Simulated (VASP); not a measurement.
Write the native input for VASP 6.6.1 that does the following.

```yaml
Task: single point
Functional: PBE
Potentials_or_basis: VASP PAW PBE potentials, release 64 (Pr, Be, Si)
Cutoff: 600 eV
k_mesh: 5 × 5 × 3
Occupations: gaussian, width 0.2 eV
Spin: no spin polarisation
Dipole_correction: no
Further_INCAR_settings: ALGO = Normal; EDIFF = 1e-06; NBANDS = 20
```

The structure of PrBe3Si lies in POSCAR:

```
PrBe3Si
1.0
    2.8245031822     -3.1383542939     -0.5212564304
    2.8245031822      3.1383542939     -0.5212564304
   -1.9915069120      0.0000000000      4.9986163352
Pr Be Si
1 3 1
Direct
    0.5000000000      0.5000000000      0.0000000000
    0.6706457895      0.3293542105      0.5000000000
    0.3293542105      0.6706457895      0.5000000000
    0.0000000000      0.0000000000      0.5000000000
    0.0000000000      0.0000000000      0.0000000000
```

One way to write it, as run:

INCAR

```
SYSTEM = PrBe3Si
PREC     = Accurate       ! precision mode
ENCUT    = 600            ! plane-wave cutoff, eV
EDIFF    = 1E-6           ! SCF threshold, eV
ISMEAR   = 0              ! smearing method
SIGMA    = 0.2            ! smearing width, eV
LREAL    = .False.        ! projectors in reciprocal space
LASPH    = .True.         ! aspherical terms in the spheres
NELM     = 200            ! most SCF steps
ALGO     = Normal         ! electronic algorithm
ISIF     = 2              ! what is computed and relaxed
LWAVE    = .False.        ! write WAVECAR
LCHARG   = .False.        ! write CHGCAR
GGA      = PE             ! functional
NBANDS   = 20             ! bands
GGA_COMPAT= .False.      
LMAXMIX  = 6              ! l up to which the mixer works
```

KPOINTS

```
Automatic mesh
0
Gamma
  5 5 3
  0 0 0
```

Potentials or basis: VASP PAW PBE potentials, release 64 (Pr, Be, Si).

Run with:

```bash
$ cat potpaw_PBE.64/Pr/POTCAR potpaw_PBE.64/Be/POTCAR potpaw_PBE.64/Si/POTCAR > POTCAR
$ mpirun -np 1 vasp_std > vasp.out
```

It gave:

The pressure is -4.3 GPa. The largest force is 0.015 eV/Å.

Caveat: the k points lie up to 0.46 Å⁻¹ apart.

Wall time 3 min on 1 thread of Intel Xeon 8259CL, with other jobs on the host, peak memory 0.27 GiB.
